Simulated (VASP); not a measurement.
A run of VASP 6.6.1:

File INCAR:

```
PREC = Accurate ; ENCUT = 520
EDIFF = 1E-6 ; ISMEAR = 0
SIGMA = 0.05 ; LREAL = False
LASPH = True ; NELM = 60
ALGO = Normal ; ISIF = 2
LWAVE = False ; LCHARG = False
NBANDS = 15
```

Contents of KPOINTS:

```
regular mesh
0
Gamma
  6 6 4
```

POSCAR

```
MgI2
1.0
    4.0036596225      0.0000000000      0.0000000000
   -2.0018298112      3.4672709412      0.0000000000
    0.0000000000      0.0000000000      6.5674753639
Mg I
1 2
Direct
    0.0000000000      0.0000000000      0.0000000000
    0.3333333333      0.6666666667      0.7598241385
    0.6666666667      0.3333333333      0.2401758615
```

Potentials or basis: VASP PAW LDA potentials, release 64 (Mg, I).

Command:

```bash
$ cat potpaw_LDA.64/Mg/POTCAR potpaw_LDA.64/I/POTCAR > POTCAR
$ mpirun -np 1 vasp_std > vasp.out
```

Hardware: 1 thread of Intel(R) Xeon(R) Platinum 8259CL CPU @ 2.50GHz (Skylake/Cascade Lake) (shared host).

Task: How long does it take, and how much memory?

Result: It took 40 s on 1 thread of Intel(R) Xeon(R) Platinum 8259CL CPU @ 2.50GHz (Skylake/Cascade Lake), on a shared host, peak memory 0.18 GiB. Counts: scf iterations 11, k points 24.
